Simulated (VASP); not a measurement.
The system is BaTiO3.

```xyz
5
Lattice="3.9181 0.0000 0.0000 0.0000 3.9181 0.0000 0.0000 0.0000 3.9360" Properties=species:S:1:pos:R:3 pbc="T T T"
Ba    0.0000    0.0000    0.0000
Ti    1.9591    1.9591    1.9286
O     0.0000    1.9591    2.0349
O     1.9591    0.0000    2.0349
O     1.9591    1.9591    0.0748
```

Base run:

```yaml
Program: VASP 6.6.1
Functional: PBE
Dispersion: D3(BJ)
Potentials_or_basis: VASP PAW PBE potentials, release 64 (Ba_sv, Ti_sv, O)
Cutoff: 520 eV
k_mesh: 7 × 7 × 7
Occupations: fermi-dirac, width 0.05 eV
Spin: no spin polarisation
```

Its results: band gap on the k mesh 2.00 eV, indirect (least direct gap 2.14 eV); pressure 13.0 GPa; largest force 0.192 eV/Å.

Question: The run is repeated on the same cell with these changes: functional from PBE to RPBE. What comes out?

Answer: Band gap on the k mesh 2.04 eV, indirect (least direct gap 2.17 eV); pressure -7.1 GPa; largest force 0.220 eV/Å.

Caveats: spin-orbit coupling is left out, which moves the levels of the heavy elements; the PAW data sets were made with another functional, which shifts forces and pressure a little (some runs).

A k mesh can miss the band edges.
